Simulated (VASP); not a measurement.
Wanted: the native input for a VASP 6.6.1 run.

```yaml
Task: relaxation of shape and atoms at fixed volume
Functional: PBE
Potentials_or_basis: VASP PAW PBE potentials, release 64 (Ca_sv)
Cutoff: 600 eV
k_mesh: 18 × 18 × 18
Occupations: gaussian, width 0.1 eV
Spin: no spin polarisation
Dipole_correction: no
Further_INCAR_settings: ALGO = Fast; EDIFF = 1e-07; IBRION = 2; EDIFFG = -0.01; NSW = 50; ISIF = 4
```

The structure of Ca lies in POSCAR:

```
Ca
1.0
   -2.1743283240      2.1743283240      2.0247118018
    2.1743283240     -2.1743283240      2.0247118018
    2.1743283240      2.1743283240     -2.0247118018
Ca
1
Direct
    0.0000000000      0.0000000000      0.0000000000
```

These files were run (other wordings do the same):

INCAR

```
  PREC = Accurate
  ENCUT = 600
  EDIFF = 1E-7
  ISMEAR = 0
  SIGMA = 0.1
  LREAL = False
  LASPH = True
  NELM = 60
  ALGO = Fast
  ISIF = 4
  LWAVE = False
  LCHARG = False
  GGA = PE
  IBRION = 2
  NSW = 50
  EDIFFG = -0.01
```

KPOINTS

```
Automatic mesh
0
Gamma
  18 18 18
```

Potentials or basis: VASP PAW PBE potentials, release 64 (Ca_sv).

The run is started by

```console
$ cat potpaw_PBE.64/Ca_sv/POTCAR > POTCAR
$ mpirun -np 1 vasp_std > vasp.out
```

It gave:

* Energy gained by relaxing: 0.0 meV/atom
* Ionic steps: 3
* Pressure after relaxing: 1.9 GPa
* Band gap on the k mesh: zero (bands 5 and 6 overlap by 0.41 eV)

Wall time 8 min on 1 thread of Intel(R) Xeon(R) Platinum 8259CL CPU @ 2.50GHz (Skylake/Cascade Lake), on a shared host, peak memory 0.35 GiB.
